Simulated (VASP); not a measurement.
# Sb (I4/mcm) in VASP: notebook

Runs on Sb. Level: LDA. Tasks: single point.

Everything below comes from runs of VASP 6.6.1. Logs are shortened: lines on timing, memory, paths and dates and some standing lists are left out, and cuts for length are marked.

### Step 1. The cell of the first run

It takes space group I4/mcm (No. 140, tetragonal). Conventional cell: a = 7.951 Å, b = 7.951 Å, c = 3.996 Å, α = 90.00°, β = 90.00°, γ = 90.00°. Within 4.0 Å of Sb (site symmetry m2m) lie 9 Sb at 2.99 to 4.00 Å.

### Step 2. Single point, LDA (31.58 Å³/atom)

File INCAR:

```
  ALGO = Normal
  EDIFF = 1E-6
  ENCUT = 520
  ISIF = 2
  ISMEAR = -1
  LASPH = True
  LCHARG = False
  LREAL = False
  LWAVE = False
  NBANDS = 18
  NELM = 80
  PREC = Accurate
  SIGMA = 0.05
```

File KPOINTS:

```
k-points
0
Gamma
  7 7 7
```

File POSCAR:

```
Sb
1.0
   -3.9755443643      3.9755443643      1.9981119061
    3.9755443643     -3.9755443643      1.9981119061
    3.9755443643      3.9755443643     -1.9981119061
Sb
4
Direct
    0.6512630600      0.1512630600      0.8025261200
    0.1512630600      0.3487369400      0.5000000000
    0.3487369400      0.8487369400      0.1974738800
    0.8487369400      0.6512630600      0.5000000000
```

Potentials or basis: VASP PAW LDA potentials, release 64 (Sb).

Run with:

```console
cat potpaw_LDA.64/Sb/POTCAR > POTCAR
mpirun -np 1 vasp_std > vasp.out
```

OUTCAR:

```text
EDIFF = 1E-6
   ENCUT = 520
   ISIF = 2
   ISMEAR = -1
   LASPH = True
   LREAL = False
   NELM = 80
   PREC = Accurate

 ion  position               nearest neighbor table
   1  0.651  0.151  0.803-   3 2.99   3 2.99   2 3.13   4 3.13   2 3.13   4 3.13   3 3.40
   2  0.151  0.349  0.500-   4 2.99   4 2.99   1 3.13   3 3.13   1 3.13   3 3.13   4 3.40
   3  0.349  0.849  0.197-   1 2.99   1 2.99   2 3.13   4 3.13   4 3.13   2 3.13   1 3.40
   4  0.849  0.651  0.500-   2 2.99   2 2.99   1 3.13   3 3.13   3 3.13   1 3.13   2 3.40

  LATTYP: Found a body centered tetragonal cell.
 ALAT       =     7.9510887286
 C/A-ratio  =     0.5026008322

  Lattice vectors:

 A1 = (  -3.9755443643,   3.9755443643,   1.9981119061)
 A2 = (   3.9755443643,  -3.9755443643,   1.9981119061)
 A3 = (   3.9755443643,   3.9755443643,  -1.9981119061)

Analysis of symmetry for initial positions (statically):
=====================================================================
 Subroutine PRICEL returns:
 Original cell was already a primitive cell.

 Routine SETGRP: Setting up the symmetry group for a
 body centered tetragonal supercell.

 Subroutine GETGRP returns: Found 16 space group operations
 (whereof  8 operations were pure point group operations)
 out of a pool of 16 trial point group operations.

The static configuration has the point symmetry C_4h.
 The point group associated with its full space group is D_4h.

Analysis of symmetry for dynamics (positions and initial velocities):
=====================================================================
 Subroutine PRICEL returns:
 Original cell was already a primitive cell.

 Routine SETGRP: Setting up the symmetry group for a
 body centered tetragonal supercell.

 Subroutine GETGRP returns: Found 16 space group operations
 (whereof  8 operations were pure point group operations)
 out of a pool of 16 trial point group operations.

The dynamic configuration has the point symmetry C_4h.
 The point group associated with its full space group is D_4h.

 Subroutine INISYM returns: Found 16 space group operations
 (whereof  8 operations are pure point group operations),
 and found     1 'primitive' translations

----------------------------------------------------------------------------------------

                                     Primitive cell

  volume of cell :     126.3203

  direct lattice vectors                    reciprocal lattice vectors
    -3.975544364  3.975544364  1.998111906     0.000000000  0.125768940  0.250236235
     3.975544364 -3.975544364  1.998111906     0.125768940  0.000000000  0.250236235
     3.975544364  3.975544364 -1.998111906     0.125768940  0.125768940  0.000000000

  length of vectors
     5.966771084  5.966771084  5.966771084     0.280064277  0.280064277  0.177864140

  position of ions in fractional coordinates (direct lattice)
     0.651263060  0.151263060  0.802526120
     0.151263060  0.348736940  0.500000000
     0.348736940  0.848736940  0.197473880
     0.848736940  0.651263060  0.500000000

  ion indices of the primitive-cell ions
   primitive index   ion index
                 1           1
                 2           2
                 3           3
                 4           4

----------------------------------------------------------------------------------------

 KPOINTS: k-points

Automatic generation of k-mesh.
 Grid dimensions read from file:
 generate k-points for:    7    7    7

 Generating k-lattice:

  Cartesian coordinates                     Fractional coordinates (reciprocal lattice)
     0.000000000  0.017966991  0.035748034     0.142857143  0.000000000  0.000000000
     0.017966991  0.000000000  0.035748034     0.000000000  0.142857143  0.000000000
     0.017966991  0.017966991  0.000000000     0.000000000  0.000000000  0.142857143

  Length of vectors
     0.040009182  0.040009182  0.025409163

  Shift w.r.t. Gamma in fractional coordinates (k-lattice)
     0.000000000  0.000000000  0.000000000

 Subroutine IBZKPT returns following result:
 ===========================================

 Found     40 irreducible k-points:

 Following reciprocal coordinates:
            Coordinates               Weight
  0.000000  0.000000  0.000000      1.000000
  0.142857  0.000000 -0.000000      8.000000
  0.285714  0.000000 -0.000000      8.000000
  0.428571  0.000000 -0.000000      8.000000
  0.142857  0.142857 -0.000000      8.000000
  0.285714  0.142857 -0.000000     16.000000
[... 16 lines left out ...]
 -0.142857  0.285714  0.142857      8.000000
 -0.428571  0.428571  0.142857      8.000000
 [... further k-points ...]
   k-points           NKPTS =     40   k-points in BZ     NKDIM =     40   number of bands    NBANDS=     18
   number of dos      NEDOS =    301   number of ions     NIONS =      4
   total plane-waves  NPLWV = 110592
   dimension x,y,z NGX =    48 NGY =   48 NGZ =   48
   dimension x,y,z NGXF=    96 NGYF=   96 NGZF=   96
   ions per type =               4
   NGX,Y,Z   is equivalent  to a cutoff of  13.37, 13.37, 13.37 a.u.
   NGXF,Y,Z  is equivalent  to a cutoff of  26.75, 26.75, 26.75 a.u.
 SYSTEM =  unknown system
   PREC   = accura    normal or accurate (medium, high low for compatibility)
   ISTART =      0    job   : 0-new  1-cont  2-samecut
   ICHARG =      2    charge: 1-file 2-atom 10-const
   ISPIN  =      1    spin polarized calculation?
   LNONCOLLINEAR =      F non collinear calculations
   LSORBIT =      F    spin-orbit coupling
   LASPH  =      T    aspherical Exc in radial PAW
   ENCUT  =  520.0 eV  38.22 Ry    6.18 a.u.  11.09 11.09 11.09*2*pi/ulx,y,z
   NELM   =     80;   NELMIN=  2; NELMDL= -5     # of ELM steps
   EDIFF  = 0.1E-05   stopping-criterion for ELM
   LREAL  =      F    real-space projection
[... 7 lines left out ...]
   TEBEG  =    0.0;   TEEND  =   0.0 temperature during run
   PSTRESS=    0.0 pullay stress
   NELECT =      20.0000    total number of electrons
   NUPDOWN=      -1.0000    fix difference up-down
   EMIN   =  10.00;   EMAX   =-10.00  energy-range for DOS
   EFERMI =   0.00;   METHOD = LEGACY
   ISMEAR =    -1;   SIGMA  =   0.05  broadening in eV -4-tet -1-fermi 0-gaus
   EFERMI_NEDOS =   21; number of points for ismear=-14 and -15
   IALGO  =     38    algorithm
   IMIX   =      4    mixing-type and parameters
     AMIX     =   0.40;   BMIX     =  1.00
     AMIX_MAG =   1.60;   BMIX_MAG =  1.00
  volume/ion in A,a.u.               =      31.58       213.11
  Fermi-wavevector in a.u.,A,eV,Ry     =   0.885647  1.673630 10.672002  0.784370
  Thomas-Fermi vector in A             =   2.006708
   LORBIT       =      0    0 simple, 1 ext, 2 COOP (PROOUT), +10 PAW based schemes
   GGA     = CA    functional components
   LHFCALC =     F    Hartree Fock is set to
   AEXX    =    0.0000 exact exchange contribution
   IVDW    =     0    specifies the selected vdW correction
   LEPSILON=     F    determine dielectric tensor
   LRPA    =     F    only Hartree local field effects (RPA)
 non-spin polarized calculation
  energy-cutoff  :      520.00
  volume of cell :      126.32
 maximum number of plane-waves:      3426
 NGX is ok and might be reduce to    48
   NGX = 23   NGY = 23   NGZ = 23

 number of electron      20.0000000 magnetization

 Free energy of the ion-electron system (eV)
  ---------------------------------------------------
  ext. energy  EPLUGINS =         0.00000000
  ---------------------------------------------------
  free energy    TOTEN  =       -18.14950938 eV

  energy without entropy =      -18.12520547  energy(sigma->0) =      -18.13735743

 E-fermi :   6.4315     XC(G=0):  -9.3703

 val. band max:        6.4262230130   @ k =   0.1429   0.1429   0.1429
 cond. band min:       6.4443562362   @ k =  -0.4286  -0.4286   0.4286
 fundamental gap:      0.0181332232
 Fermi energy:         6.4315053303

 k-point     1 :       0.0000    0.0000    0.0000
  band No.  band energies     occupation
      1      -6.3968      2.00000
      2      -2.8718      2.00000
      3      -1.6022      2.00000
      4      -1.6022      2.00000
      5       1.4305      2.00000
      6       4.7933      2.00000
[... 10 lines left out ...]
     17      12.3679      0.00000
     18      13.0944      0.00000

 k-point     2 :       0.1429    0.0000   -0.0000
  band No.  band energies     occupation
      1      -6.1652      2.00000
      2      -2.9200      2.00000
      3      -1.6650      2.00000
      4      -1.3218      2.00000
      5       1.8086      2.00000
      6       3.1008      2.00000
[... 10 lines left out ...]
     17      11.2574      0.00000
     18      12.7675      0.00000

 k-point     3 :       0.2857    0.0000   -0.0000
  band No.  band energies     occupation
      1      -5.4748      2.00000
      2      -2.8474      2.00000
      3      -1.8028      2.00000
      4      -1.4230      2.00000
      5       1.8673      2.00000
      6       1.9016      2.00000
[... 10 lines left out ...]
     17      11.4611      0.00000
     18      13.3679      0.00000

 k-point     4 :       0.4286    0.0000   -0.0000
  band No.  band energies     occupation
      1      -4.3493      2.00000
      2      -2.9313      2.00000
      3      -2.4082      2.00000
      4      -2.0619      2.00000
      5       1.2668      2.00000
      6       1.4473      2.00000
[... 10 lines left out ...]
     17      12.0409      0.00000
     18      12.3943      0.00000

 k-point     5 :       0.1429    0.1429   -0.0000
  band No.  band energies     occupation
      1      -5.5498      2.00000
      2      -2.7150      2.00000
      3      -1.5536      2.00000
      4      -1.4813      2.00000
      5       1.5150      2.00000
      6       2.1934      2.00000
[... 10 lines left out ...]
     17      11.0118      0.00000
     18      13.0403      0.00000

 k-point     6 :       0.2857    0.1429   -0.0000
  band No.  band energies     occupation
      1      -4.4917      2.00000
      2      -2.7805      2.00000
      3      -2.2918      2.00000
      4      -1.9972      2.00000
      5       1.2113      2.00000
      6       1.6315      2.00000
[... 10 lines left out ...]
     17      12.0590      0.00000
     18      12.5357      0.00000

 k-point     7 :       0.4286    0.1429   -0.0000
  band No.  band energies     occupation
      1      -4.1088      2.00000
      2      -3.0783      2.00000
      3      -2.7054      2.00000
      4      -2.1258      2.00000
      5       1.1654      2.00000
      6       2.0590      2.00000
[... 10 lines left out ...]
     17      12.1760      0.00000
     18      12.4377      0.00000

 k-point     8 :      -0.4286    0.1429    0.0000
  band No.  band energies     occupation
      1      -5.2675      2.00000
      2      -3.2555      2.00000
      3      -2.0107      2.00000
      4      -1.4580      2.00000
      5       1.7300      2.00000
      6       2.4840      2.00000
[... 10 lines left out ...]
     17      11.8543      0.00000
     18      13.0229      0.00000
[... 229 lines left out ...]
     17      11.5688      0.00000
     18      12.5822      0.00000

 k-point    20 :       0.2857    0.2857    0.1429
  band No.  band energies     occupation
      1      -4.1209      2.00000
      2      -2.9597      2.00000
      3      -2.9403      2.00000
      4      -2.0087      2.00000
      5       1.5437      2.00000
      6       2.5617      2.00000
[... 10 lines left out ...]
     17      13.0634      0.00000
     18      13.4958      0.00000

 k-point    21 :       0.4286    0.2857    0.1429
  band No.  band energies     occupation
      1      -5.1128      2.00000
      2      -3.6940      2.00000
      3      -1.7078      2.00000
      4      -1.4363      2.00000
      5       1.3082      2.00000
      6       2.3659      2.00000
[... 10 lines left out ...]
     17      12.5548      0.00000
     18      12.8258      0.00000

 k-point    22 :      -0.2857    0.2857    0.1429
  band No.  band energies     occupation
      1      -6.0331      2.00000
      2      -3.9067      2.00000
      3      -2.3781      2.00000
      4      -0.4018      2.00000
      5       2.7305      2.00000
      6       3.3140      2.00000
[... 10 lines left out ...]
     17      10.7428      0.00000
     18      11.7525      0.00000

 k-point    23 :      -0.1429    0.2857    0.1429
  band No.  band energies     occupation
      1      -5.8661      2.00000
      2      -3.5859      2.00000
      3      -2.4629      2.00000
      4      -0.4858      2.00000
      5       2.7233      2.00000
      6       2.8951      2.00000
[... 10 lines left out ...]
     17      11.5222      0.00000
     18      12.0536      0.00000

 k-point    24 :      -0.4286    0.4286    0.1429
  band No.  band energies     occupation
      1      -5.7818      2.00000
      2      -4.3866      2.00000
      3      -2.4285      2.00000
      4      -0.2097      2.00000
      5       2.8079      2.00000
      6       3.7826      2.00000
[... 10 lines left out ...]
     17      10.8611      0.00000
     18      11.3717      0.00000

 [... further k-points ...]
[... 5 lines left out ...]
  --------------------------------------------------------------------------------------
  -------------------------------------------------------------------------------------
  Total        0.2125022      0.2125022      0.7628378      0.0000000      0.0000000     -0.0000000
  in kB        2.6952627      2.6952627      9.6754192      0.0000000      0.0000000     -0.0000000
  external PRESSURE =       5.0219815 kB  Pullay stress =       0.0000000 kB

 VOLUME and BASIS-vectors are now :
 -----------------------------------------------------------------------------
  energy-cutoff  :      520.00
  volume of cell :      126.32
      direct lattice vectors                 reciprocal lattice vectors
    -3.975544364  3.975544364  1.998111906     0.000000000  0.125768940  0.250236235
     3.975544364 -3.975544364  1.998111906     0.125768940  0.000000000  0.250236235
     3.975544364  3.975544364 -1.998111906     0.125768940  0.125768940  0.000000000

 POSITION                                       TOTAL-FORCE (eV/Angst)
 -----------------------------------------------------------------------------------
      1.20271      5.17825     -0.00000         0.014693      0.014693     -0.000000
      2.77284      1.20271     -0.00000        -0.014693      0.014693      0.000000
      2.77284     -1.20271      1.99811        -0.014693     -0.014693      0.000000
      1.20271      2.77284      1.99811         0.014693     -0.014693      0.000000
 -----------------------------------------------------------------------------------
    total drift:                                0.000000      0.000000     -0.000000

  FREE ENERGIE OF THE ION-ELECTRON SYSTEM (eV)
  ---------------------------------------------------
  free  energy   TOTEN  =       -18.1495093795 eV

  energy  without entropy=      -18.1252054708  energy(sigma->0) =      -18.13735743
```

It took 2.8 min on 1 thread of Intel Xeon 8259CL, shared host; peak memory 0.27 GiB.

Results:

- Free energy: -18.1495 eV
- Pressure: 0.5 GPa
- Largest force: 0.021 eV/Å
- Band gap on the k mesh: zero (bands 10 and 11 overlap by 1.56 eV)

Forces on the atoms (eV/Å):
```
Sb   0.015  0.015  0.000
Sb  -0.015  0.015  0.000
Sb  -0.015 -0.015  0.000
Sb   0.015 -0.015  0.000
```

Stress tensor (GPa, compression positive):
```
0.27 0.00 0.00
0.00 0.27 0.00
0.00 0.00 0.97
```

Levels at points of the mesh, in eV from the Fermi level:
| k point | band 7 | band 8 | band 9 | band 10 | band 11 | band 12 | band 13 | band 14 |
| --- | --- | --- | --- | --- | --- | --- | --- | --- |
| (0.00, 0.00, 0.00) | -1.12 | -1.12 | -1.08 | -0.98 | -0.98 | -0.36 | 2.62 | 2.62 |

Caveat: spin-orbit coupling is left out, which moves the levels of the heavy elements.

(Continued in part 2 of 2.)
